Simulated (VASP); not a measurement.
Input of a VASP 6.6.1 run:

The input INCAR:

```
SYSTEM = ZnCo
ALGO = Normal
EDIFF = 1E-7
ENCUT = 520
GGA = PS
ISIF = 2
ISMEAR = -1
ISPIN = 2
LASPH = .True.
LCHARG = .False.
LMAXMIX = 4
LORBIT = 11
LREAL = .False.
LWAVE = .False.
MAGMOM = 0 3.2
NBANDS = 22
NELM = 150
PREC = Accurate
SIGMA = 0.1
```

Contents of KPOINTS:

```
k-points
0
Gamma
  13 13 7
  0 0 0
```

The input POSCAR:

```
ZnCo
1.0
    2.6072240000      0.0000000000      0.0000000000
   -1.3036120000      2.2579220000      0.0000000000
    0.0000000000      0.0000000000      4.1716830000
Zn Co
1 1
Direct
    0.6666666667      0.3333333333      0.0000000000
    0.0000000000      0.0000000000      0.5000000000
```

Potentials or basis: VASP PAW PBE potentials, release 64 (Zn, Co).

Launch:

```sh
$ cat potpaw_PBE.64/Zn/POTCAR potpaw_PBE.64/Co/POTCAR > POTCAR
$ mpirun -np 1 vasp_std > vasp.out
```

(1) What does it give for the site moments?

(2) Estimate the pressure.

(3) Predict the net moment.

Answers

(1) Zn -0.03; Co +1.36 μB.

(2) -7.7 GPa.

(3) 1.29 μB per cell.

Caveat: the PAW data sets were made with another functional, which shifts forces and pressure a little.
